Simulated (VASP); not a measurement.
# GaSb (F-43m) in VASP: notebook, part 2 of 2

VASP 6.6.1. Earlier steps stand in the parts before.

### Step 3. Relaxation of cell and atoms, r2SCAN, target pressure 7 GPa, at which the enthalpy is minimised

File POSCAR:

```
GaSb
1.0
    3.0662848511      3.0662848511      0.0000000000
   -3.0662848511      3.0662848511      0.0000000000
    0.0000000000      3.0662848511      3.0662848511
Ga Sb
1 1
Direct
    0.0000000000      0.0000000000      0.0000000000
    0.7500000000      0.2500000000      0.5000000000
```

File INCAR.step1:

```
SYSTEM = GaSb
PREC = Accurate
ENCUT = 600
ISMEAR = 0
SIGMA = 0.01
LREAL = .False.
LASPH = .True.
NELM = 100
GGA = PE
ALGO = Normal
EDIFF = 1E-4
LWAVE = .True.
LCHARG = .False.
```

File INCAR.step2:

```
SYSTEM = GaSb
PREC = Accurate
ENCUT = 600
EDIFF = 1E-6
ISMEAR = 0
SIGMA = 0.01
LREAL = .False.
LASPH = .True.
NELM = 100
ALGO = Normal
ISIF = 3
LWAVE = .False.
LCHARG = .False.
METAGGA = R2SCAN
LMIXTAU = .True.
IBRION = 2
NSW = 100
EDIFFG = -0.002
PSTRESS = 70.0
ISTART = 1
```

File KPOINTS:

```
regular mesh
0
Gamma
  6 6 6
  0 0 0
```

Potentials or basis: VASP PAW PBE potentials, release 64 (Ga_d, Sb).

Command:

```sh
$ cat potpaw_PBE.64/Ga_d/POTCAR potpaw_PBE.64/Sb/POTCAR > POTCAR
$ cp INCAR.step1 INCAR
$ mpirun -np 1 vasp_std > vasp.out
$ cp INCAR.step2 INCAR
$ mpirun -np 1 vasp_std > vasp.out
```

OUTCAR:

```text
SYSTEM = GaSb
   PREC = Accurate
   ENCUT = 600
   EDIFF = 1E-6
   ISMEAR = 0
   LREAL = .False.
   LASPH = .True.
   NELM = 100
   ISIF = 3
   METAGGA = R2SCAN
   IBRION = 2
   NSW = 100
   EDIFFG = -0.002
   PSTRESS = 70.0
   ISTART = 1

 ion  position               nearest neighbor table
   1  0.000  0.000  0.000-   2 2.66   2 2.66   2 2.66   2 2.66
   2  0.750  0.250  0.500-   1 2.66   1 2.66   1 2.66   1 2.66

  LATTYP: Found a face centered cubic cell.
 ALAT       =     6.1325697022

  Lattice vectors:

 A1 = (   0.0000000000,   3.0662848511,   3.0662848511)
 A2 = (   3.0662848511,   0.0000000000,   3.0662848511)
 A3 = (   3.0662848511,   3.0662848511,   0.0000000000)

Analysis of symmetry for initial positions (statically):
=====================================================================
 Subroutine PRICEL returns:
 Original cell was already a primitive cell.

 Routine SETGRP: Setting up the symmetry group for a
 face centered cubic supercell.

 Subroutine GETGRP returns: Found 24 space group operations
 (whereof 24 operations were pure point group operations)
 out of a pool of 48 trial point group operations.

The static configuration has the point symmetry T_d .

Analysis of symmetry for dynamics (positions and initial velocities):
=====================================================================
 Subroutine PRICEL returns:
 Original cell was already a primitive cell.

 Routine SETGRP: Setting up the symmetry group for a
 face centered cubic supercell.

 Subroutine GETGRP returns: Found 24 space group operations
 (whereof 24 operations were pure point group operations)
 out of a pool of 48 trial point group operations.

The dynamic configuration has the point symmetry T_d .

 Subroutine INISYM returns: Found 24 space group operations
 (whereof 24 operations are pure point group operations),
 and found     1 'primitive' translations

----------------------------------------------------------------------------------------

                                     Primitive cell

  volume of cell :      57.6591

  direct lattice vectors                    reciprocal lattice vectors
     3.066284851  3.066284851  0.000000000     0.163063781  0.163063781 -0.163063781
    -3.066284851  3.066284851  0.000000000    -0.163063781  0.163063781 -0.163063781
     0.000000000  3.066284851  3.066284851     0.000000000  0.000000000  0.326127561

  length of vectors
     4.336381623  4.336381623  4.336381623     0.282434753  0.282434753  0.326127561

  position of ions in fractional coordinates (direct lattice)
     0.000000000  0.000000000  0.000000000
     0.750000000  0.250000000  0.500000000

  ion indices of the primitive-cell ions
   primitive index   ion index
                 1           1
                 2           2

----------------------------------------------------------------------------------------

 KPOINTS: regular mesh

Automatic generation of k-mesh.
 Grid dimensions read from file:
 generate k-points for:    6    6    6

 Generating k-lattice:

  Cartesian coordinates                     Fractional coordinates (reciprocal lattice)
     0.027177297  0.027177297 -0.027177297     0.166666667  0.000000000  0.000000000
    -0.027177297  0.027177297 -0.027177297     0.000000000  0.166666667  0.000000000
     0.000000000  0.000000000  0.054354594     0.000000000  0.000000000  0.166666667

  Length of vectors
     0.047072459  0.047072459  0.054354594

  Shift w.r.t. Gamma in fractional coordinates (k-lattice)
     0.000000000  0.000000000  0.000000000

 Subroutine IBZKPT returns following result:
 ===========================================

 Found     16 irreducible k-points:

 Following reciprocal coordinates:
            Coordinates               Weight
  0.000000  0.000000  0.000000      1.000000
  0.166667  0.000000  0.000000      8.000000
  0.333333  0.000000  0.000000      8.000000
  0.500000  0.000000  0.000000      4.000000
  0.166667  0.166667  0.000000     12.000000
  0.333333  0.166667  0.000000     24.000000
[... 8 lines left out ...]
  0.500000  0.333333  0.166667     24.000000
  0.500000  0.500000  0.166667     12.000000
   k-points           NKPTS =     16   k-points in BZ     NKDIM =     16   number of bands    NBANDS=     13
   number of dos      NEDOS =    301   number of ions     NIONS =      2
   total plane-waves  NPLWV =  46656
   dimension x,y,z NGX =    36 NGY =   36 NGZ =   36
   dimension x,y,z NGXF=    72 NGYF=   72 NGZF=   72
   ions per type =               1   1
   NGX,Y,Z   is equivalent  to a cutoff of  13.80, 13.80, 13.80 a.u.
   NGXF,Y,Z  is equivalent  to a cutoff of  27.60, 27.60, 27.60 a.u.
 SYSTEM =  GaSb
   PREC   = accura    normal or accurate (medium, high low for compatibility)
   ISTART =      1    job   : 0-new  1-cont  2-samecut
   ICHARG =      0    charge: 1-file 2-atom 10-const
   ISPIN  =      1    spin polarized calculation?
   LNONCOLLINEAR =      F non collinear calculations
   LSORBIT =      F    spin-orbit coupling
   LASPH  =      T    aspherical Exc in radial PAW
   ENCUT  =  600.0 eV  44.10 Ry    6.64 a.u.   8.66  8.66  8.66*2*pi/ulx,y,z
   NELM   =    100;   NELMIN=  2; NELMDL=  0     # of ELM steps
   EDIFF  = 0.1E-05   stopping-criterion for ELM
   LREAL  =      F    real-space projection
   EDIFFG = -.2E-02   stopping-criterion for IOM
   NSW    =    100    number of steps for IOM
   IBRION =      2    ionic relax: 0-MD 1-quasi-New 2-CG
   NFREE  =      1    steps in history (QN), initial steepest desc. (CG)
   ISIF   =      3    stress and relaxation
   ISYM   =      2    0-nonsym 1-usesym 2-fastsym
   POTIM  = 0.5000    time-step for ionic-motion
   TEBEG  =    0.0;   TEEND  =   0.0 temperature during run
   PSTRESS=   70.0 pullay stress
   NELECT =      18.0000    total number of electrons
   NUPDOWN=      -1.0000    fix difference up-down
   EMIN   =  10.00;   EMAX   =-10.00  energy-range for DOS
   EFERMI =   0.00;   METHOD = LEGACY
   ISMEAR =     0;   SIGMA  =   0.01  broadening in eV -4-tet -1-fermi 0-gaus
   EFERMI_NEDOS =   21; number of points for ismear=-14 and -15
   IALGO  =     38    algorithm
   IMIX   =      4    mixing-type and parameters
     AMIX     =   0.40;   BMIX     =  1.00
     AMIX_MAG =   1.60;   BMIX_MAG =  1.00
  volume/ion in A,a.u.               =      28.83       194.55
  Fermi-wavevector in a.u.,A,eV,Ry     =   1.110563  2.098660 16.780746  1.233350
  Thomas-Fermi vector in A             =   2.247116
   LORBIT       =      0    0 simple, 1 ext, 2 COOP (PROOUT), +10 PAW based schemes
   METAGGA = R2SCAN    functional components
   LHFCALC =     F    Hartree Fock is set to
   AEXX    =    0.0000 exact exchange contribution
   IVDW    =     0    specifies the selected vdW correction
   LEPSILON=     F    determine dielectric tensor
   LRPA    =     F    only Hartree local field effects (RPA)
 conjugate gradient relaxation of ions
 non-spin polarized calculation
 Gauss-broadening in eV      SIGMA  =   0.01
  energy-cutoff  :      600.00
  volume of cell :       57.66
 maximum number of plane-waves:      1964
 NGX is ok and might be reduce to    36
   NGX = 17   NGY = 17   NGZ = 17

--------------------------------------- Ionic step        1  -------------------------------------------

 number of electron      18.0000003 magnetization

 Free energy of the ion-electron system (eV)
  ---------------------------------------------------
  ext. energy  EPLUGINS =         0.00000000
  ---------------------------------------------------
  free energy    TOTEN  =       -37.57994607 eV

  energy without entropy =      -37.57994607  energy(sigma->0) =      -37.57994607

 E-fermi :   4.7328     XC(G=0):  -9.6848

 val. band max:        4.6175572109   @ k =   0.0000   0.0000   0.0000
 cond. band min:       5.0122115044   @ k =   0.0000   0.0000   0.0000
 fundamental gap:      0.3946542935
 Fermi energy:         4.7327976872

 k-point     1 :       0.0000    0.0000    0.0000
  band No.  band energies     occupation
      1     -10.8768      2.00000
      2     -10.8768      2.00000
      3     -10.8767      2.00000
      4     -10.8213      2.00000
      5     -10.8212      2.00000
      6      -7.2621      2.00000
      7       4.6175      2.00000
      8       4.6175      2.00000
      9       4.6176      2.00000
     10       5.0122      0.00000
     11       7.5979      0.00000
     12       7.5980      0.00000
     13       7.5980      0.00000
[... 463 lines left out ...]
  enthalpy is  TOTEN    =       -35.1936821782 eV   P V=        2.2746477963

--------------------------------------- Ionic step        7  -------------------------------------------

 number of electron      17.9999996 magnetization

 Free energy of the ion-electron system (eV)
  ---------------------------------------------------
  ext. energy  EPLUGINS =         0.00000000
  ---------------------------------------------------
  free energy    TOTEN  =       -37.46898966 eV

  energy without entropy =      -37.46898966  energy(sigma->0) =      -37.46898966

 E-fermi :   5.8279     XC(G=0): -10.1654

 val. band max:        5.7265786983   @ k =   0.0000   0.0000   0.0000
 cond. band min:       6.6390301004   @ k =   0.5000   0.0000   0.0000
 fundamental gap:      0.9124514021
 Fermi energy:         5.8278788475

 k-point     1 :       0.0000    0.0000    0.0000
  band No.  band energies     occupation
      1      -9.9983      2.00000
      2      -9.9982      2.00000
      3      -9.9982      2.00000
      4      -9.9238      2.00000
      5      -9.9238      2.00000
      6      -6.9364      2.00000
      7       5.7266      2.00000
      8       5.7266      2.00000
      9       5.7266      2.00000
     10       6.9200      0.00000
     11       8.6564      0.00000
     12       8.6564      0.00000
     13       8.6564      0.00000
[... 267 lines left out ...]
  FREE ENERGIE OF THE ION-ELECTRON SYSTEM (eV)
  ---------------------------------------------------
  free  energy   TOTEN  =       -37.4689896583 eV

  energy  without entropy=      -37.4689896583  energy(sigma->0) =      -37.46898966

  enthalpy is  TOTEN    =       -35.1936804990 eV   P V=        2.2753091593

 reached required accuracy - stopping structural energy minimisation
```

Wall time 7.2 min (1 thread of AMD EPYC 9R45 (Zen 5), shared host); peak memory 0.2 GiB.

Results:

```yaml
Free_energy: -37.4690 eV
Relaxed_volume: 26.04 Å³/atom
Relaxed_cell: a = 4.192 Å, b = 4.192 Å, c = 4.192 Å, α = 60.00°, β = 60.00°, γ = 90.00°
Space_group_after_relaxing_to_0.05_Å: F-43m (No. 216)
Energy_change_on_relaxing_the_enthalpy_is_what_falls: +55.5 meV/atom
Ionic_steps: 7
Pressure_after_relaxing: 7.0 GPa
Band_gap_on_the_k_mesh: 0.91 eV, indirect (least direct gap 1.19 eV)
```

The path:
| step | energy change (eV) | largest force (eV/Å) | pressure (GPa) | volume (Å³) |
| --- | --- | --- | --- | --- |
| 1 | 0.0000 | 0.0000 | 0.02 | 57.66 |
| 2 | 0.4056 | 0.0000 | 15.71 | 47.79 |
| 3 | 0.1086 | 0.0000 | 6.92 | 52.13 |
| 4 | 0.1132 | 0.0000 | 7.08 | 52.03 |
| 5 | 0.1095 | 0.0000 | 6.89 | 52.11 |
| 6 | 0.1116 | 0.0000 | 7.05 | 52.06 |
| 7 | 0.1110 | 0.0000 | 7.01 | 52.08 |

Final structure:
```xyz
2
Lattice="2.9640 2.9640 0.0000 -2.9640 2.9640 0.0000 0.0000 2.9640 2.9640" Properties=species:S:1:pos:R:3 pbc="T T T"
Ga   -2.9640    2.9640    0.0000
Sb    1.4820    4.4460    1.4820
```

Caveat: the cell is relaxed towards a set pressure, so the enthalpy falls and the energy may rise; the PAW data sets were made with another functional, which shifts forces and pressure a little; spin-orbit coupling is left out, which moves the levels of the heavy elements.

### Step 4. Relaxation of cell and atoms, r2SCAN, target pressure 10 GPa, at which the enthalpy is minimised

POSCAR is that of step 3.

File INCAR.step1:

```
SYSTEM = GaSb
  PREC = Accurate
  ENCUT = 600
  ISMEAR = 0
  SIGMA = 0.01
  LREAL = .FALSE.
  LASPH = .TRUE.
  NELM = 80
  GGA = PE
  ALGO = Normal
  EDIFF = 1E-4
  LWAVE = .TRUE.
  LCHARG = .FALSE.
```

File INCAR.step2:

```
SYSTEM = GaSb
  PREC = Accurate
  ENCUT = 600
  EDIFF = 1E-6
  ISMEAR = 0
  SIGMA = 0.01
  LREAL = .FALSE.
  LASPH = .TRUE.
  NELM = 80
  ALGO = Normal
  ISIF = 3
  LWAVE = .FALSE.
  LCHARG = .FALSE.
  METAGGA = R2SCAN
  LMIXTAU = .TRUE.
  IBRION = 2
  NSW = 100
  EDIFFG = -0.002
  PSTRESS = 100.0
  ISTART = 1
```

File KPOINTS:

```
Automatic mesh
0
G
  6 6 6
  0 0 0
```

Potentials or basis: VASP PAW PBE potentials, release 64 (Ga_d, Sb).

Command:

```sh
$ cat potpaw_PBE.64/Ga_d/POTCAR potpaw_PBE.64/Sb/POTCAR > POTCAR
$ cp INCAR.step1 INCAR
$ mpirun -np 1 vasp_std > vasp.out
$ cp INCAR.step2 INCAR
$ mpirun -np 1 vasp_std > vasp.out
```

OUTCAR:

```text
SYSTEM = GaSb
   PREC = Accurate
   ENCUT = 600
   EDIFF = 1E-6
   ISMEAR = 0
   LREAL = .FALSE.
   LASPH = .TRUE.
   NELM = 80
   ISIF = 3
   METAGGA = R2SCAN
   IBRION = 2
   NSW = 100
   EDIFFG = -0.002
   PSTRESS = 100.0
   ISTART = 1

 ion  position               nearest neighbor table
   1  0.000  0.000  0.000-   2 2.66   2 2.66   2 2.66   2 2.66
   2  0.750  0.250  0.500-   1 2.66   1 2.66   1 2.66   1 2.66

  LATTYP: Found a face centered cubic cell.
 ALAT       =     6.1325697022

  Lattice vectors:

 A1 = (   0.0000000000,   3.0662848511,   3.0662848511)
 A2 = (   3.0662848511,   0.0000000000,   3.0662848511)
 A3 = (   3.0662848511,   3.0662848511,   0.0000000000)

Analysis of symmetry for initial positions (statically):
=====================================================================
 Subroutine PRICEL returns:
 Original cell was already a primitive cell.

[... 175 lines left out ...]
      3     -10.8767      2.00000
      4     -10.8213      2.00000
      5     -10.8212      2.00000
      6      -7.2621      2.00000
      7       4.6175      2.00000
      8       4.6175      2.00000
      9       4.6176      2.00000
     10       5.0122      0.00000
     11       7.5979      0.00000
     12       7.5980      0.00000
     13       7.5980      0.00000
[... 503 lines left out ...]
--------------------------------------- Ionic step        8  -------------------------------------------

 number of electron      18.0000000 magnetization

 Free energy of the ion-electron system (eV)
  ---------------------------------------------------
  ext. energy  EPLUGINS =         0.00000000
  ---------------------------------------------------
  free energy    TOTEN  =       -37.37993757 eV

  energy without entropy =      -37.37993757  energy(sigma->0) =      -37.37993757

 E-fermi :   6.2243     XC(G=0): -10.3252

 val. band max:        6.1148760449   @ k =   0.0000   0.0000   0.0000
 cond. band min:       7.0552456929   @ k =   0.5000   0.5000   0.0000
 fundamental gap:      0.9403696479
 Fermi energy:         6.2243098341

 k-point     1 :       0.0000    0.0000    0.0000
  band No.  band energies     occupation
      1      -9.7030      2.00000
      2      -9.7029      2.00000
      3      -9.7029      2.00000
      4      -9.6216      2.00000
      5      -9.6216      2.00000
      6      -6.8252      2.00000
      7       6.1149      2.00000
      8       6.1149      2.00000
      9       6.1149      2.00000
     10       7.5782      0.00000
     11       9.0221      0.00000
     12       9.0221      0.00000
     13       9.0221      0.00000
[... 271 lines left out ...]
  energy  without entropy=      -37.3799375670  energy(sigma->0) =      -37.37993757

  enthalpy is  TOTEN    =       -34.2350902056 eV   P V=        3.1448473613

 reached required accuracy - stopping structural energy minimisation
```

OUTCAR.step1:

```text
SYSTEM = GaSb
   PREC = Accurate
   ENCUT = 600
   ISMEAR = 0
   LREAL = .FALSE.
   LASPH = .TRUE.
[... 467 lines left out ...]
      0.00000      0.00000      0.00000         0.000000      0.000000      0.000000
      1.53314      4.59943      1.53314        -0.000000     -0.000000     -0.000000
 -----------------------------------------------------------------------------------
    total drift:                               -0.000001     -0.000000      0.000000

  FREE ENERGIE OF THE ION-ELECTRON SYSTEM (eV)
  ---------------------------------------------------
  free  energy   TOTEN  =        -7.3266066094 eV

  energy  without entropy=       -7.3265346439  energy(sigma->0) =       -7.32657063
```

It took 8.7 min on 1 thread of AMD EPYC 9R45 (Zen 5), shared host; peak memory 0.19 GiB.

Results:

```
Free energy                                            : -37.3799 eV
Relaxed volume                                         : 25.19 Å³/atom
Relaxed cell                                           : a = 4.146 Å, b = 4.146 Å, c = 4.146 Å, α = 60.00°, β = 60.00°, γ = 90.00°
Space group after relaxing (to 0.05 Å)                 : F-43m (No. 216)
Energy change on relaxing (the enthalpy is what falls) : +100.0 meV/atom
Ionic steps                                            : 8
Pressure after relaxing                                : 10.0 GPa
Band gap on the k mesh                                 : 0.94 eV, indirect (least direct gap 1.46 eV)
```

The path:
| step | energy change (eV) | largest force (eV/Å) | pressure (GPa) | volume (Å³) |
| --- | --- | --- | --- | --- |
| 1 | 0.0000 | 0.0000 | 0.02 | 57.66 |
| 2 | 0.9165 | 0.0000 | 27.44 | 43.93 |
| 3 | 0.1895 | 0.0000 | 9.67 | 50.56 |
| 4 | 0.1984 | 0.0000 | 9.95 | 50.41 |
| 5 | 0.2071 | 0.0000 | 10.22 | 50.27 |
| 6 | 0.1931 | 0.0000 | 9.79 | 50.50 |
| 7 | 0.2011 | 0.0000 | 10.03 | 50.37 |
| 8 | 0.2000 | 0.0000 | 10.01 | 50.39 |

Final structure:
```yaml
crystal:
  lattice:
    - [2.93152, 2.93152, 0.00000]
    - [-2.93152, 2.93152, 0.00000]
    - [0.00000, 2.93152, 2.93152]
  atoms:
    - { symbol: Ga, position: [0.00000, 0.00000, 0.00000] }
    - { symbol: Sb, position: [0.75000, 0.25000, 0.50000] }
```

Levels at points of the mesh, in eV from the valence-band top:
| k point | band 6 | band 7 | band 8 | band 9 | band 10 | band 11 | band 12 | band 13 |
| --- | --- | --- | --- | --- | --- | --- | --- | --- |
| (0.00, 0.00, 0.00) | -12.94 | 0.00 | 0.00 | 0.00 | 1.46 | 2.91 | 2.91 | 2.91 |
| (0.50, 0.00, 0.00) | -10.85 | -7.32 | -1.45 | -1.45 | 1.00 | 3.97 | 3.97 | 6.82 |
| (0.50, 0.50, 0.00) | -9.76 | -7.72 | -3.21 | -3.21 | 0.94 | 1.21 | 10.15 | 10.15 |

Caveat: the cell is relaxed towards a set pressure, so the enthalpy falls and the energy may rise; the PAW data sets were made with another functional, which shifts forces and pressure a little; spin-orbit coupling is left out, which moves the levels of the heavy elements.

### Step 5. Summary

| cell | gap on the mesh (eV) | pressure (GPa) |
| --- | --- | --- |
| relaxed to 4 GPa | 0.82 | 4.0 |
| relaxed to 7 GPa | 0.91 | 7.0 |
| relaxed to 10 GPa | 0.94 | 10.0 |

Alike in all rows: task relaxation of cell and atoms; level r2SCAN; potentials or basis VASP PAW PBE potentials, release 64 (Ga_d, Sb); no spin polarisation; k mesh 6 × 6 × 6; cutoff (eV) 600; smearing gaussian 0.01 eV.

Caveats: the cell is relaxed towards a set pressure, so the enthalpy falls and the energy may rise; the PAW data sets were made with another functional, which shifts forces and pressure a little; spin-orbit coupling is left out, which moves the levels of the heavy elements.

Total energies depend on the potentials used, so only differences within one code and one set of settings carry meaning.
